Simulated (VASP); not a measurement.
# Al16N15O (a cell with a defect) in VASP: notebook, part 2 of 3

VASP 6.6.1. Earlier steps stand in the parts before.

## Step 3: Single point, PBE

The input, INCAR:

```
  ALGO = Normal
  EDIFF = 1E-6
  ENCUT = 520
  GGA = PE
  GGA_COMPAT = False
  ISIF = 2
  ISMEAR = 0
  ISYM = -1
  LASPH = True
  LCHARG = False
  LREAL = Auto
  LWAVE = False
  NBANDS = 86
  NELECT = 130.0
  NELM = 120
  PREC = Accurate
  SIGMA = 0.01
```

The input, KPOINTS:

```
explicit points
1
Reciprocal
  0.25000000   0.25000000   0.25000000 1
```

The input, POSCAR:

```
Al16N15O
1.0
    6.2595139092      0.0000000618      0.0000000000
   -3.1297570081      5.4208980298      0.0000000000
    0.0000000000      0.0000000000     10.0348065900
Al N O
16 15 1
Direct
    0.3352572221      0.1667096948      0.2492228664
    0.1686360619      0.3337325960      0.5014733089
    0.3316673542      0.1702533869      0.7506305460
    0.1660697424      0.3360684109      1.0054510148
    0.3367680057      0.6704233871      0.2562251623
    0.1550396179      0.8316938278      0.5016626856
    0.3241154822      0.6684277589      0.7567127398
    0.1662217027      0.8370722267      0.9958895544
    0.8322280489      0.1659753957      0.2566466238
    0.6706826515      0.3502550095      0.5023001414
    0.8339932005      0.1781085763      0.7567930212
    0.6651232800      0.3357777909      0.9958299943
    0.8417072124      0.6606758094      0.2295124678
    0.6697682668      0.8299948576      0.5217045934
    0.8235993436      0.6774799445      0.7350120020
    0.6657739894      0.8367245377      0.9980711559
    0.3363502762      0.1652206975      0.4372725563
    0.1685701810      0.3341397440      0.1944356333
    0.3300272330      0.1721654456      0.9393561022
    0.1660425706      0.3362957843      0.6932895626
    0.3392086204      0.6733302002      0.4456567283
    0.1790963262      0.8392595408      0.1827655003
    0.3274735237      0.6659390075      0.9451206316
    0.1675420031      0.8360044790      0.6938176323
    0.8287804433      0.1627278546      0.4463280827
    0.6627865963      0.3229461665      0.1829095913
    0.8362007657      0.1748454348      0.9452718686
    0.6658520769      0.3340311561      0.6947092846
    0.6719967028      0.8314740198      0.1911250964
    0.8308691116      0.6712560680      0.9380159955
    0.6521983611      0.8502663481      0.7118327645
    0.8895232307      0.6144901805      0.3964477728
```

Potentials or basis: VASP PAW PBE potentials, release 64 (Al, N, O).

The run is started by

```sh
$ cat potpaw_PBE.64/Al/POTCAR potpaw_PBE.64/N/POTCAR potpaw_PBE.64/O/POTCAR > POTCAR
$ mpirun -np 1 vasp_std > vasp.out
```

OUTCAR:

```text
EDIFF = 1E-6
   ENCUT = 520
   GGA = PE
   ISIF = 2
   ISMEAR = 0
   ISYM = -1
   LASPH = True
   LREAL = Auto
   NELECT = 130.0
   NELM = 120
   PREC = Accurate

 ion  position               nearest neighbor table
   1  0.335  0.167  0.249-  17 1.89  18 1.89  26 1.90  22 1.90   4 3.06   8 3.11  12 3.11   2 3.11
                             5 3.11   9 3.11   6 3.12  10 3.12  13 3.14  13 3.14   9 3.15   5 3.15
   2  0.169  0.334  0.501-  25 1.92  21 1.92  20 1.93  17 1.93   9 3.06   3 3.06   5 3.06  10 3.09
                             6 3.10   1 3.11  14 3.13   7 3.14  11 3.14  14 3.14   6 3.16  10 3.17
   3  0.332  0.170  0.751-  20 1.89  19 1.89  28 1.90  24 1.90   8 3.05  12 3.05   2 3.06  10 3.10
                             6 3.10   7 3.12  11 3.12   4 3.13  15 3.13  15 3.14  11 3.14   7 3.14
   4  0.166  0.336  0.005-  27 1.89  23 1.89  18 1.90  19 1.90   1 3.06  11 3.08   7 3.08   5 3.10
                             9 3.10   3 3.13   8 3.13  12 3.13  16 3.13  16 3.13  12 3.14   8 3.14
   5  0.337  0.670  0.256-  21 1.90  22 1.92  18 1.93  29 1.93   2 3.06  13 3.08   6 3.09   4 3.10
                             9 3.10   1 3.11  16 3.15   1 3.15   9 3.16   8 3.19  13 3.20  14 3.22
   6  0.155  0.832  0.502-  32 1.86  17 1.92  24 1.93  21 1.94  15 2.95  10 3.02  14 3.04   5 3.09
                             3 3.10   2 3.10   1 3.12   7 3.13   2 3.16  13 3.22  14 3.23  10 3.24
   7  0.324  0.668  0.757-  31 1.84  24 1.87  23 1.89  20 1.91   8 2.98  14 3.01  16 3.05  11 3.07
                             4 3.08  15 3.11   3 3.12   6 3.13   2 3.14   3 3.14  15 3.17  11 3.19
   8  0.166  0.837  0.996-  23 1.87  22 1.88  19 1.90  30 1.91  13 2.93   7 2.98   3 3.05   1 3.11
                            12 3.12   4 3.13  16 3.13  16 3.13   4 3.14  12 3.14   5 3.19  15 3.21
   9  0.832  0.166  0.257-  25 1.90  26 1.92  18 1.93  29 1.93   2 3.06  13 3.08  10 3.10   5 3.10
                             4 3.10   1 3.11   1 3.15  16 3.15   5 3.16  12 3.19  13 3.20  14 3.22
  10  0.671  0.350  0.502-  32 1.86  17 1.93  28 1.93  25 1.96  15 2.93  14 3.01   6 3.02   2 3.09
                             3 3.10   9 3.10   1 3.12  11 3.14   2 3.17  13 3.21   6 3.24  14 3.26
  11  0.834  0.178  0.757-  31 1.84  28 1.86  27 1.89  20 1.91  12 2.98  14 3.02  16 3.05   7 3.07
                             4 3.08  15 3.11   3 3.12  10 3.14   2 3.14   3 3.14  15 3.17   7 3.19
  12  0.665  0.336  0.996-  27 1.87  26 1.88  19 1.90  30 1.91  13 2.93  11 2.98   3 3.05   1 3.11
                             8 3.12  16 3.13   4 3.13  16 3.13   4 3.14   8 3.14   9 3.19  15 3.21
  13  0.842  0.661  0.230-  32 1.75  29 1.89  22 1.89  26 1.89   8 2.93  12 2.93  16 3.01   9 3.08
                             5 3.08   1 3.14   1 3.14   5 3.20   9 3.20  10 3.21   6 3.22
  14  0.670  0.830  0.522-  31 1.92  21 1.95  25 1.96  15 2.71  10 3.01   7 3.01  11 3.02   6 3.04
                             2 3.13   2 3.14   5 3.22   9 3.22   6 3.23  10 3.26
  15  0.824  0.677  0.735-  31 1.88  28 1.91  24 1.91  30 2.04  14 2.71  10 2.93   6 2.95   7 3.11
                            11 3.11   3 3.13   3 3.14  16 3.15  11 3.17   7 3.17  12 3.21   8 3.21
  16  0.666  0.837  0.998-  30 1.89  27 1.91  23 1.91  29 1.94  13 3.01  11 3.05   7 3.05  12 3.13
                             8 3.13   4 3.13   8 3.13   4 3.13  12 3.13   5 3.15   9 3.15  15 3.15
  17  0.336  0.165  0.437-   1 1.89   6 1.92  10 1.93   2 1.93
  18  0.169  0.334  0.194-   1 1.89   4 1.90   5 1.93   9 1.93
  19  0.330  0.172  0.939-   3 1.89   4 1.90  12 1.90   8 1.90
  20  0.166  0.336  0.693-   3 1.89  11 1.91   7 1.91   2 1.93
  21  0.339  0.673  0.446-   5 1.90   2 1.92   6 1.94  14 1.95
  22  0.179  0.839  0.183-   8 1.88  13 1.89   1 1.90   5 1.92
  23  0.327  0.666  0.945-   8 1.87   4 1.89   7 1.89  16 1.91
  24  0.168  0.836  0.694-   7 1.87   3 1.90  15 1.91   6 1.93
  25  0.829  0.163  0.446-   9 1.90   2 1.92  14 1.96  10 1.96
  26  0.663  0.323  0.183-  12 1.88  13 1.89   1 1.90   9 1.92
  27  0.836  0.175  0.945-  12 1.87   4 1.89  11 1.89  16 1.91
  28  0.666  0.334  0.695-  11 1.86   3 1.90  15 1.91  10 1.93
  29  0.672  0.831  0.191-  13 1.89   9 1.93   5 1.93  16 1.94
  30  0.831  0.671  0.938-  16 1.89   8 1.91  12 1.91  15 2.04
  31  0.652  0.850  0.712-  11 1.84   7 1.84  15 1.88  14 1.92
  32  0.890  0.614  0.396-  13 1.75   6 1.86  10 1.86

IMPORTANT INFORMATION: All symmetrisations will be switched off!
NOSYMM: (Re-)initialisation of all symmetry stuff for point group C_1.

----------------------------------------------------------------------------------------

                                     Primitive cell

[... 109 lines left out ...]
   LREAL  =      T    real-space projection
   EDIFFG = 0.1E-04   stopping-criterion for IOM
   NSW    =      0    number of steps for IOM
   IBRION =     -1    ionic relax: 0-MD 1-quasi-New 2-CG
   NFREE  =      0    steps in history (QN), initial steepest desc. (CG)
   ISIF   =      2    stress and relaxation
   ISYM   =     -1    0-nonsym 1-usesym 2-fastsym
   POTIM  = 0.5000    time-step for ionic-motion
   TEBEG  =    0.0;   TEEND  =   0.0 temperature during run
   PSTRESS=    0.0 pullay stress
   NELECT =     130.0000    total number of electrons
   NUPDOWN=      -1.0000    fix difference up-down
   EMIN   =  10.00;   EMAX   =-10.00  energy-range for DOS
   EFERMI =   0.00;   METHOD = LEGACY
   ISMEAR =     0;   SIGMA  =   0.01  broadening in eV -4-tet -1-fermi 0-gaus
   EFERMI_NEDOS =   21; number of points for ismear=-14 and -15
   IALGO  =     38    algorithm
   IMIX   =      4    mixing-type and parameters
     AMIX     =   0.40;   BMIX     =  1.00
     AMIX_MAG =   1.60;   BMIX_MAG =  1.00
  volume/ion in A,a.u.               =      10.64        71.81
  Fermi-wavevector in a.u.,A,eV,Ry     =   1.187633  2.244301 19.190645  1.410473
  Thomas-Fermi vector in A             =   2.323780
   LORBIT       =      0    0 simple, 1 ext, 2 COOP (PROOUT), +10 PAW based schemes
   GGA     = PE    functional components
   LHFCALC =     F    Hartree Fock is set to
   AEXX    =    0.0000 exact exchange contribution
   IVDW    =     0    specifies the selected vdW correction
   LEPSILON=     F    determine dielectric tensor
   LRPA    =     F    only Hartree local field effects (RPA)
 non-spin polarized calculation
 Gauss-broadening in eV      SIGMA  =   0.01
  energy-cutoff  :      520.00
  volume of cell :      340.50
 maximum number of plane-waves:      9148
 NGX is ok and might be reduce to    48
   NGX = 23   NGY = 23   NGZ = 37

 number of electron     130.0000005 magnetization

 Free energy of the ion-electron system (eV)
  ---------------------------------------------------
  ext. energy  EPLUGINS =         0.00000000
  ---------------------------------------------------
  free energy    TOTEN  =      -227.31539890 eV

  energy without entropy =     -227.31539890  energy(sigma->0) =     -227.31539890

 E-fermi :   9.2437     XC(G=0): -10.8968

 val. band max:        9.1832241179   @ k =   0.2500   0.2500   0.2500
 cond. band min:      10.7478684727   @ k =   0.2500   0.2500   0.2500
 fundamental gap:      1.5646443549
 Fermi energy:         9.2437471895

 k-point     1 :       0.2500    0.2500    0.2500
  band No.  band energies     occupation
      1     -11.9226      2.00000
      2      -8.6075      2.00000
      3      -8.1127      2.00000
      4      -8.0265      2.00000
      5      -7.9015      2.00000
      6      -7.5845      2.00000
[... 69 lines left out ...]
     76      12.9140      0.00000
     77      13.1633      0.00000
 [bands above 77 left out]

------------------------ aborting loop because EDIFF is reached ----------------------------------------

  FORCE on cell =-STRESS in cart. coord.  units (eV):
  Direction    XX          YY          ZZ          XY          YZ          ZX
  --------------------------------------------------------------------------------------
  -------------------------------------------------------------------------------------
  Total       14.9383603      4.0126942     24.7587826     -9.1527501      1.8432766     -3.1690207
  in kB       70.2898563     18.8810346    116.4981458    -43.0666740      8.6732175    -14.9112756
  external PRESSURE =      68.5563456 kB  Pullay stress =       0.0000000 kB

 VOLUME and BASIS-vectors are now :
 -----------------------------------------------------------------------------
  energy-cutoff  :      520.00
  volume of cell :      340.50
      direct lattice vectors                 reciprocal lattice vectors
     6.259513909  0.000000062  0.000000000     0.159756813  0.092235641  0.000000000
    -3.129757008  5.420898030  0.000000000    -0.000000002  0.184471279  0.000000000
     0.000000000  0.000000000 10.034806590     0.000000000  0.000000000  0.099653141

 POSITION                                       TOTAL-FORCE (eV/Angst)
 -----------------------------------------------------------------------------------
      1.57679      0.90372      2.50090         0.004384      0.003226      0.007437
      0.01108      1.80913      5.03219         0.004993      0.008290     -0.001333
      1.54322      0.92293      7.53243         0.001062      0.001439     -0.000754
     -0.01230      1.82179      0.05470        -0.008314     -0.005947      0.002699
      0.00974      3.63430      2.57117         0.003089      0.003568      0.000800
     -1.63253      4.50853      5.03409         0.029385      0.009138     -0.007312
[... 24 lines left out ...]
      1.42132      4.60921      7.14310        -0.004656     -0.005869      0.002308
      3.64478      3.33109      3.97828        -0.013882      0.003103      0.015880
 -----------------------------------------------------------------------------------
    total drift:                               -0.006630      0.008727      0.012660

  FREE ENERGIE OF THE ION-ELECTRON SYSTEM (eV)
  ---------------------------------------------------
  free  energy   TOTEN  =      -227.3153989037 eV

  energy  without entropy=     -227.3153989037  energy(sigma->0) =     -227.31539890
```

Run time: 46 s. Hardware: 1 thread of AMD EPYC 9R45 (Zen 5), shared host; peak memory 0.38 GiB.

Results:

```
Free energy   : -227.3154 eV
Largest force : 0.032 eV/Å
```

Forces on the atoms (eV/Å):
```
Al   0.004  0.003  0.007
Al   0.005  0.008 -0.001
Al   0.001  0.001 -0.001
Al  -0.008 -0.006  0.003
Al   0.003  0.004  0.001
Al   0.029  0.009 -0.007
Al   0.001  0.000 -0.006
Al  -0.006  0.006 -0.002
Al  -0.005  0.002  0.001
Al  -0.009 -0.013  0.009
Al  -0.004 -0.006 -0.001
Al   0.003  0.005  0.002
Al   0.006  0.001 -0.008
Al  -0.006 -0.009 -0.005
Al   0.002 -0.001 -0.003
Al   0.003  0.005 -0.006
N    0.003 -0.003  0.000
N   -0.006  0.002 -0.002
N   -0.003 -0.002  0.004
N   -0.002  0.006  0.004
N   -0.003 -0.002  0.001
N   -0.003 -0.005  0.003
N    0.002 -0.003  0.001
N   -0.004 -0.009 -0.002
N   -0.003  0.000 -0.010
N    0.005  0.002 -0.004
N    0.007  0.003  0.002
N    0.006  0.007 -0.005
N    0.000 -0.001  0.002
N    0.002 -0.001  0.005
N   -0.005 -0.006  0.002
O   -0.014  0.003  0.016
```

Levels at points of the mesh, in eV from the Fermi level:
| k point | band 63 | band 64 | band 65 | band 66 | band 67 | band 68 |
| --- | --- | --- | --- | --- | --- | --- |
| (0.25, 0.25, 0.25) | -3.88 | -3.63 | -0.06 | 1.50 | 2.18 | 2.58 |

Caveat: the cell carries a net charge on a neutralising background, which shifts energy and pressure; the cell is charged against a uniform background, so pressure and absolute levels hang on convention.

## Step 4: Single point, PBE

The input, INCAR:

```
SYSTEM = Al16N15O
PREC = Accurate ; ENCUT = 520
EDIFF = 1E-6 ; ISMEAR = 0
SIGMA = 0.01 ; LREAL = Auto
LASPH = .TRUE. ; NELM = 120
ALGO = Normal ; ISIF = 2
LWAVE = .FALSE. ; LCHARG = .FALSE.
GGA = PE ; NBANDS = 86
NELECT = 130.0 ; GGA_COMPAT = .FALSE.
ISYM = -1
```

KPOINTS is that of step 3.

Edit POSCAR of step 3 so:

```diff
@@ -2,5 +2,5 @@
 1.0
-    6.2595139092      0.0000000618      0.0000000000
-   -3.1297570081      5.4208980298      0.0000000000
-    0.0000000000      0.0000000000     10.0348065900
+    6.2595139128      0.0000000578      0.0000000000
+   -3.1297570064      5.4208980350      0.0000000000
+    0.0000000000      0.0000000000     10.0348065929
 Al N O
```

The run is started by

```sh
$ cat potpaw_PBE.64/Al/POTCAR potpaw_PBE.64/N/POTCAR potpaw_PBE.64/O/POTCAR > POTCAR
$ mpirun -np 1 vasp_std > vasp.out
```

It took 45 s on 1 thread of AMD EPYC 9R45 (Zen 5), shared host; peak memory 0.38 GiB.

It converged, with:

| Quantity | Value |
| --- | --- |
| Free energy | -227.3154 eV |
| Largest force | 0.032 eV/Å |

Forces in eV/Å, atoms in the order of the input:
```
Al   0.004  0.003  0.007
Al   0.005  0.008 -0.001
Al   0.001  0.001 -0.001
Al  -0.008 -0.006  0.003
Al   0.003  0.004  0.001
Al   0.029  0.009 -0.007
Al   0.001  0.000 -0.006
Al  -0.006  0.006 -0.002
Al  -0.005  0.002  0.001
Al  -0.009 -0.013  0.009
Al  -0.004 -0.006 -0.001
Al   0.003  0.005  0.002
Al   0.006  0.001 -0.008
Al  -0.006 -0.009 -0.005
Al   0.002 -0.001 -0.003
Al   0.003  0.005 -0.006
N    0.003 -0.003  0.000
N   -0.006  0.002 -0.002
N   -0.003 -0.002  0.004
N   -0.002  0.006  0.004
N   -0.003 -0.002  0.001
N   -0.003 -0.005  0.003
N    0.002 -0.003  0.001
N   -0.004 -0.009 -0.002
N   -0.003  0.000 -0.010
N    0.005  0.002 -0.004
N    0.007  0.003  0.002
N    0.006  0.007 -0.005
N    0.000 -0.001  0.002
N    0.002 -0.001  0.005
N   -0.005 -0.006  0.002
O   -0.014  0.003  0.016
```

Levels at points of the mesh, in eV from the Fermi level:
| k point | band 62 | band 63 | band 64 | band 65 | band 66 | band 67 | band 68 | band 69 |
| --- | --- | --- | --- | --- | --- | --- | --- | --- |
| (0.25, 0.25, 0.25) | -3.94 | -3.88 | -3.63 | -0.06 | 1.50 | 2.18 | 2.58 | 2.72 |

Caveat: the cell carries a net charge on a neutralising background, which shifts energy and pressure; the cell is charged against a uniform background, so pressure and absolute levels hang on convention.

[end of part 2 of 3]
